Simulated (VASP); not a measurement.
# KRu2 (P-3m1) in VASP: further runs

The runs below take KRu2 through single point, relaxation of cell and atoms, with PBE.

All numbers are computed with VASP 6.6.1; they aren't measurements. Logs are shortened: lines on timing, memory, paths and dates and some standing lists are left out, and cuts for length are marked.

## (1) The cell of the first run

Symmetry: P-3m1, No. 164, trigonal system. The conventional cell has a = 3.747 Å, b = 3.747 Å, c = 6.479 Å, α = 90.00°, β = 90.00°, γ = 120.00°. Within 4.6 Å of K (site symmetry -3m) lie 12 Ru at 3.53 to 4.28 Å and 6 K at 3.75 Å. Ru (site symmetry 3m) has 3 Ru at 2.34 Å within 3.1 Å.

The cell was built from a structure type or drawn by symmetry, and may not be a known phase.

## (2) Single point, PBE

Contents of INCAR:

```
SYSTEM = KRu2
ALGO = Normal
EDIFF = 1E-6
ENCUT = 600
GGA = PE
GGA_COMPAT = .False.
ISIF = 2
ISMEAR = 0
LASPH = .True.
LCHARG = .False.
LREAL = .False.
LWAVE = .False.
NBANDS = 28
NELM = 120
PREC = Accurate
SIGMA = 0.1
```

Contents of KPOINTS:

```
k-points
0
Gamma
  15 15 8
  0 0 0
```

Contents of POSCAR:

```
KRu2
1.0
    3.7471704962      0.0000000000      0.0000000000
   -1.8735852481      3.2451448420      0.0000000000
    0.0000000000      0.0000000000      6.4789156935
K Ru
1 2
Direct
    0.0000000000      0.0000000000      0.0000000000
    0.6666666667      0.3333333333      0.5694208369
    0.3333333333      0.6666666667      0.4305791631
```

Potentials or basis: VASP PAW PBE potentials, release 64 (K_sv, Ru_sv).

Command:

```bash
> cat potpaw_PBE.64/K_sv/POTCAR potpaw_PBE.64/Ru_sv/POTCAR > POTCAR
> mpirun -np 1 vasp_std > vasp.out
```

OUTCAR:

```text
SYSTEM = KRu2
   EDIFF = 1E-6
   ENCUT = 600
   GGA = PE
   ISIF = 2
   ISMEAR = 0
   LASPH = .True.
   LREAL = .False.
   NELM = 120
   PREC = Accurate

 ion  position               nearest neighbor table
   1  0.000  0.000  0.000-
   2  0.667  0.333  0.569-   3 2.34   3 2.34   3 2.34
   3  0.333  0.667  0.431-   2 2.34   2 2.34   2 2.34

  LATTYP: Found a hexagonal cell.
 ALAT       =     3.7471704962
 C/A-ratio  =     1.7290154531

  Lattice vectors:

 A1 = (   3.7471704962,   0.0000000000,   0.0000000000)
 A2 = (  -1.8735852481,   3.2451448420,   0.0000000000)
 A3 = (   0.0000000000,   0.0000000000,   6.4789156935)

Analysis of symmetry for initial positions (statically):
=====================================================================
 Subroutine PRICEL returns:
 Original cell was already a primitive cell.

 Routine SETGRP: Setting up the symmetry group for a
 hexagonal supercell.

 Subroutine GETGRP returns: Found 12 space group operations
 (whereof 12 operations were pure point group operations)
 out of a pool of 24 trial point group operations.

The static configuration has the point symmetry D_3d.

Analysis of symmetry for dynamics (positions and initial velocities):
=====================================================================
 Subroutine PRICEL returns:
 Original cell was already a primitive cell.

 Routine SETGRP: Setting up the symmetry group for a
 hexagonal supercell.

 Subroutine GETGRP returns: Found 12 space group operations
 (whereof 12 operations were pure point group operations)
 out of a pool of 24 trial point group operations.

The dynamic configuration has the point symmetry D_3d.

 Subroutine INISYM returns: Found 12 space group operations
 (whereof 12 operations are pure point group operations),
 and found     1 'primitive' translations

----------------------------------------------------------------------------------------

                                     Primitive cell

  volume of cell :      78.7843

  direct lattice vectors                    reciprocal lattice vectors
     3.747170496  0.000000000  0.000000000     0.266868028  0.154076328  0.000000000
    -1.873585248  3.245144842  0.000000000     0.000000000  0.308152655  0.000000000
     0.000000000  0.000000000  6.478915694     0.000000000  0.000000000  0.154346815

  length of vectors
     3.747170496  3.747170496  6.478915694     0.308152655  0.308152655  0.154346815

  position of ions in fractional coordinates (direct lattice)
     0.000000000  0.000000000  0.000000000
     0.666666667  0.333333333  0.569420837
     0.333333333  0.666666667  0.430579163

  ion indices of the primitive-cell ions
   primitive index   ion index
                 1           1
                 2           2
                 3           3

----------------------------------------------------------------------------------------

 KPOINTS: k-points

Automatic generation of k-mesh.
 Grid dimensions read from file:
 generate k-points for:   15   15    8

 Generating k-lattice:

  Cartesian coordinates                     Fractional coordinates (reciprocal lattice)
     0.017791202  0.010271755  0.000000000     0.066666667 -0.000000000  0.000000000
     0.000000000  0.020543510  0.000000000     0.000000000  0.066666667  0.000000000
     0.000000000  0.000000000  0.019293352     0.000000000  0.000000000  0.125000000

  Length of vectors
     0.020543510  0.020543510  0.019293352

  Shift w.r.t. Gamma in fractional coordinates (k-lattice)
     0.000000000  0.000000000  0.000000000

 Subroutine IBZKPT returns following result:
 ===========================================

 Found    192 irreducible k-points:

 Following reciprocal coordinates:
            Coordinates               Weight
  0.000000  0.000000  0.000000      1.000000
  0.066667  0.000000  0.000000      6.000000
  0.133333  0.000000  0.000000      6.000000
  0.200000  0.000000  0.000000      6.000000
  0.266667  0.000000  0.000000      6.000000
  0.333333  0.000000  0.000000      6.000000
[... 16 lines left out ...]
  0.333333  0.200000  0.000000     12.000000
  0.400000  0.200000  0.000000      6.000000
 [... further k-points ...]
   k-points           NKPTS =    192   k-points in BZ     NKDIM =    192   number of bands    NBANDS=     28
   number of dos      NEDOS =    301   number of ions     NIONS =      3
   total plane-waves  NPLWV =  48600
   dimension x,y,z NGX =    30 NGY =   30 NGZ =   54
   dimension x,y,z NGXF=    60 NGYF=   60 NGZF=  108
   ions per type =               1   2
   NGX,Y,Z   is equivalent  to a cutoff of  13.31, 13.31, 13.86 a.u.
   NGXF,Y,Z  is equivalent  to a cutoff of  26.62, 26.62, 27.71 a.u.
 SYSTEM =  KRu2
   PREC   = accura    normal or accurate (medium, high low for compatibility)
   ISTART =      0    job   : 0-new  1-cont  2-samecut
   ICHARG =      2    charge: 1-file 2-atom 10-const
   ISPIN  =      1    spin polarized calculation?
   LNONCOLLINEAR =      F non collinear calculations
   LSORBIT =      F    spin-orbit coupling
   LASPH  =      T    aspherical Exc in radial PAW
   ENCUT  =  600.0 eV  44.10 Ry    6.64 a.u.   7.48  7.48 12.94*2*pi/ulx,y,z
   NELM   =    120;   NELMIN=  2; NELMDL= -5     # of ELM steps
   EDIFF  = 0.1E-05   stopping-criterion for ELM
   LREAL  =      F    real-space projection
   EDIFFG = 0.1E-04   stopping-criterion for IOM
   NSW    =      0    number of steps for IOM
   IBRION =     -1    ionic relax: 0-MD 1-quasi-New 2-CG
   NFREE  =      0    steps in history (QN), initial steepest desc. (CG)
   ISIF   =      2    stress and relaxation
   ISYM   =      2    0-nonsym 1-usesym 2-fastsym
   POTIM  = 0.5000    time-step for ionic-motion
   TEBEG  =    0.0;   TEEND  =   0.0 temperature during run
   PSTRESS=    0.0 pullay stress
   NELECT =      41.0000    total number of electrons
   NUPDOWN=      -1.0000    fix difference up-down
   EMIN   =  10.00;   EMAX   =-10.00  energy-range for DOS
   EFERMI =   0.00;   METHOD = LEGACY
   ISMEAR =     0;   SIGMA  =   0.10  broadening in eV -4-tet -1-fermi 0-gaus
   EFERMI_NEDOS =   21; number of points for ismear=-14 and -15
   IALGO  =     38    algorithm
   IMIX   =      4    mixing-type and parameters
     AMIX     =   0.40;   BMIX     =  1.00
     AMIX_MAG =   1.60;   BMIX_MAG =  1.00
  volume/ion in A,a.u.               =      26.26       177.22
  Fermi-wavevector in a.u.,A,eV,Ry     =   1.316809  2.488408 23.592315  1.733986
  Thomas-Fermi vector in A             =   2.446895
   LORBIT       =      0    0 simple, 1 ext, 2 COOP (PROOUT), +10 PAW based schemes
   GGA     = PE    functional components
   LHFCALC =     F    Hartree Fock is set to
   AEXX    =    0.0000 exact exchange contribution
   IVDW    =     0    specifies the selected vdW correction
   LEPSILON=     F    determine dielectric tensor
   LRPA    =     F    only Hartree local field effects (RPA)
 non-spin polarized calculation
 Gauss-broadening in eV      SIGMA  =   0.10
  energy-cutoff  :      600.00
  volume of cell :       78.78
 maximum number of plane-waves:      2659
 NGX is ok and might be reduce to    30
   NGX = 15   NGY = 15   NGZ = 25

 number of electron      40.9999988 magnetization

 Free energy of the ion-electron system (eV)
  ---------------------------------------------------
  ext. energy  EPLUGINS =         0.00000000
  ---------------------------------------------------
  free energy    TOTEN  =       -16.46902427 eV

  energy without entropy =      -16.43482816  energy(sigma->0) =      -16.45192622

 E-fermi :   4.9410     XC(G=0):  -9.5237

 val. band max:        4.9406315384   @ k =   0.2667   0.2000   0.3750
 cond. band min:       4.9419084493   @ k =   0.2667   0.2000   0.2500
 fundamental gap:      0.0012769110
 Fermi energy:         4.9410057488

 k-point     1 :       0.0000    0.0000    0.0000
  band No.  band energies     occupation
      1     -67.8593      2.00000
      2     -67.4494      2.00000
      3     -38.2787      2.00000
      4     -38.2787      2.00000
      5     -37.5259      2.00000
      6     -37.3994      2.00000
[... 20 lines left out ...]
     27      10.9395      0.00000
     28      11.9329      0.00000

 k-point     2 :       0.0667    0.0000    0.0000
  band No.  band energies     occupation
      1     -67.8554      2.00000
      2     -67.4534      2.00000
      3     -38.2837      2.00000
      4     -38.2779      2.00000
      5     -37.5478      2.00000
      6     -37.3940      2.00000
[... 20 lines left out ...]
     27      11.0071      0.00000
     28      11.9495      0.00000

 k-point     3 :       0.1333    0.0000    0.0000
  band No.  band energies     occupation
      1     -67.8438      2.00000
      2     -67.4652      2.00000
      3     -38.2977      2.00000
      4     -38.2755      2.00000
      5     -37.6000      2.00000
      6     -37.3788      2.00000
[... 20 lines left out ...]
     27      11.2030      0.00000
     28      11.9667      0.00000

 k-point     4 :       0.2000    0.0000    0.0000
  band No.  band energies     occupation
      1     -67.8253      2.00000
      2     -67.4841      2.00000
      3     -38.3175      2.00000
      4     -38.2703      2.00000
      5     -37.6642      2.00000
      6     -37.3565      2.00000
[... 20 lines left out ...]
     27      11.5014      0.00000
     28      11.8170      0.00000

 k-point     5 :       0.2667    0.0000    0.0000
  band No.  band energies     occupation
      1     -67.8012      2.00000
      2     -67.5087      2.00000
      3     -38.3395      2.00000
      4     -38.2619      2.00000
      5     -37.7299      2.00000
      6     -37.3308      2.00000
[... 20 lines left out ...]
     27      11.3361      0.00000
     28      11.8259      0.00000

 k-point     6 :       0.3333    0.0000    0.0000
  band No.  band energies     occupation
      1     -67.7735      2.00000
      2     -67.5368      2.00000
      3     -38.3596      2.00000
      4     -38.2506      2.00000
      5     -37.7898      2.00000
      6     -37.3061      2.00000
[... 463 lines left out ...]
      5     -37.8177      2.00000
      6     -37.2984      2.00000
[... 20 lines left out ...]
     27      10.5044      0.00000
     28      11.3328      0.00000

 k-point    22 :       0.2667    0.2000    0.0000
  band No.  band energies     occupation
      1     -67.7377      2.00000
      2     -67.5730      2.00000
      3     -38.4071      2.00000
      4     -38.1854      2.00000
      5     -37.8755      2.00000
      6     -37.2739      2.00000
[... 20 lines left out ...]
     27       9.8111      0.00000
     28      10.7362      0.00000

 k-point    23 :       0.3333    0.2000    0.0000
  band No.  band energies     occupation
      1     -67.7110      2.00000
      2     -67.5999      2.00000
      3     -38.4221      2.00000
      4     -38.1554      2.00000
      5     -37.9225      2.00000
      6     -37.2532      2.00000
[... 20 lines left out ...]
     27       9.6418      0.00000
     28      10.2949      0.00000

 k-point    24 :       0.4000    0.2000    0.0000
  band No.  band energies     occupation
      1     -67.6977      2.00000
      2     -67.6133      2.00000
      3     -38.4273      2.00000
      4     -38.1415      2.00000
      5     -37.9423      2.00000
      6     -37.2442      2.00000
[... 20 lines left out ...]
     27       9.6938      0.00000
     28      10.1005      0.00000

 [... further k-points ...]
[... 5 lines left out ...]
  --------------------------------------------------------------------------------------
  -------------------------------------------------------------------------------------
  Total       -0.0448800     -0.0448800     -0.0178139     -0.0000000      0.0000000      0.0000000
  in kB       -0.9126908     -0.9126908     -0.3622669     -0.0000000      0.0000000      0.0000000
  external PRESSURE =      -0.7292162 kB  Pullay stress =       0.0000000 kB

 VOLUME and BASIS-vectors are now :
 -----------------------------------------------------------------------------
  energy-cutoff  :      600.00
  volume of cell :       78.78
      direct lattice vectors                 reciprocal lattice vectors
     3.747170496  0.000000000  0.000000000     0.266868028  0.154076328  0.000000000
    -1.873585248  3.245144842  0.000000000     0.000000000  0.308152655  0.000000000
     0.000000000  0.000000000  6.478915694     0.000000000  0.000000000  0.154346815

 POSITION                                       TOTAL-FORCE (eV/Angst)
 -----------------------------------------------------------------------------------
      0.00000      0.00000      0.00000        -0.000000      0.000000      0.000000
      1.87359      1.08171      3.68923         0.000000      0.000000     -0.010954
     -0.00000      2.16343      2.78969        -0.000000     -0.000000      0.010954
 -----------------------------------------------------------------------------------
    total drift:                               -0.000000      0.000000      0.000000

  FREE ENERGIE OF THE ION-ELECTRON SYSTEM (eV)
  ---------------------------------------------------
  free  energy   TOTEN  =       -16.4690242722 eV

  energy  without entropy=      -16.4348281598  energy(sigma->0) =      -16.45192622
```

It took 3.9 min on 1 thread of Intel Xeon 6975P-C (Granite Rapids), shared host; peak memory 0.54 GiB.

Results:

- Free energy: -16.4690 eV
- Pressure: -0.1 GPa
- Largest force: 0.011 eV/Å
- Band gap on the k mesh: zero (an odd number of electrons rules out a gap without spin polarisation)

Forces on the atoms (eV/Å):
```
K    0.000  0.000  0.000
Ru   0.000  0.000 -0.011
Ru   0.000  0.000  0.011
```

## (3) Relaxation of cell and atoms, PBE

This run uses another cell than the first one, of 31.86 Å³/atom.

Contents of INCAR:

```
SYSTEM = KRu2
PREC = Accurate
ENCUT = 600
EDIFF = 1E-7
ISMEAR = 0
SIGMA = 0.1
LREAL = .FALSE.
LASPH = .TRUE.
NELM = 120
ALGO = Normal
ISIF = 3
LWAVE = .FALSE.
LCHARG = .FALSE.
GGA = PE
IBRION = 2
NSW = 90
EDIFFG = -0.04
GGA_COMPAT = .FALSE.
NELMIN = 4
```

Contents of KPOINTS:

```
Automatic mesh
0
G
  6 6 2
  0 0 0
```

Contents of POSCAR:

```
KRu2
1.0
    3.7008016800      0.0000000000      0.0000000000
   -1.8504008400      3.2049882700      0.0000000000
    0.0000000000      0.0000000000      8.0576792700
K Ru
1 2
Direct
    0.0000000000      0.0000000000      0.0000000000
    0.6666666700      0.3333333300      0.6263044100
    0.3333333300      0.6666666700      0.3736955900
```

Potentials or basis: VASP PAW PBE potentials, release 64 (K_sv, Ru_sv).

Command:

```bash
> cat potpaw_PBE.64/K_sv/POTCAR potpaw_PBE.64/Ru_sv/POTCAR > POTCAR
> mpirun -np 1 vasp_std > vasp.out
```

Wall time 5.2 min (1 thread of Intel Xeon 6975P-C (Granite Rapids), shared host); peak memory 0.27 GiB.

Results (log left out):

- Free energy: -16.7810 eV
- Relaxed volume: 18.40 Å³/atom
- Relaxed cell: a = 2.845 Å, b = 2.845 Å, c = 7.875 Å, α = 90.00°, β = 90.00°, γ = 120.00°
- Space group after relaxing (to 0.1 Å): P-3m1 (No. 164)
- Energy gained by relaxing: 1322.1 meV/atom
- Ionic steps: 19
- Pressure after relaxing: 0.0 GPa
- Largest force after relaxing: 0.005 eV/Å
- Band gap on the k mesh: zero (an odd number of electrons rules out a gap without spin polarisation)

Forces in eV/Å, atoms in the order of the input:
```
K    0.000  0.000  0.000
Ru   0.000  0.000 -0.005
Ru   0.000  0.000  0.005
```

Stress tensor (GPa, compression positive):
```
-0.06  0.00  0.00
 0.00 -0.06  0.00
 0.00  0.00  0.05
```

Step by step:
```tsv
step	energy change (eV)	largest force (eV/Å)	pressure (GPa)	volume (Å³)
1	0.0000	2.9300	-14.97	95.57
2	-2.9123	1.7976	6.62	60.03
3	-2.9914	0.3522	-1.01	63.53
4	-2.9925	0.5540	0.02	62.97
5	-3.3631	1.7389	0.02	60.56
6	-3.5370	1.1812	13.19	52.15
7	-3.8585	1.6494	1.34	57.04
8	-3.8669	1.0934	5.85	54.49
9	-3.9072	1.3363	3.30	55.68
10	-3.6935	1.2939	-8.33	58.53
11	-3.9460	0.1065	-0.71	56.39
12	-3.9470	0.2404	-0.26	56.29
13	-3.9470	0.2627	-0.18	56.28
14	-3.9619	0.1710	-0.67	56.04
15	-3.9628	0.1330	-0.81	55.96
16	-3.9660	0.0412	0.42	54.98
17	-3.9661	0.0572	0.21	55.14
18	-3.9658	0.1082	-0.41	55.29
19	-3.9663	0.0047	-0.02	55.20
```

Final structure:
```yaml
crystal:
  lattice:
    - [2.84490, 0.00000, 0.00000]
    - [-1.42245, 2.46376, 0.00000]
    - [0.00000, 0.00000, 7.87497]
  atoms:
    - { symbol: K, position: [0.00000, 0.00000, 0.00000] }
    - { symbol: Ru, position: [0.66667, 0.33333, 0.62294] }
    - { symbol: Ru, position: [0.33333, 0.66667, 0.37706] }
```

Levels at points of the mesh, in eV from the Fermi level:
```csv
k point,band 18,band 19,band 20,band 21,band 22,band 23
"(0.00, 0.00, 0.00)",-2.34,-2.30,-1.39,-0.18,-0.18,-0.02
"(0.50, 0.00, 0.00)",-0.94,-0.75,0.45,0.80,1.11,1.18
"(0.00, 0.00, 0.50)",-2.33,-2.33,-1.64,-0.18,-0.18,1.17
"(0.50, 0.00, 0.50)",-1.24,-0.36,0.83,0.86,1.11,1.64
```

Caveat: the k points lie up to 0.43 Å⁻¹ apart in the final cell, too coarse for converged energies and pressures of a metal; the volume moved by over 15 % at a fixed basis, so the end points are rough.
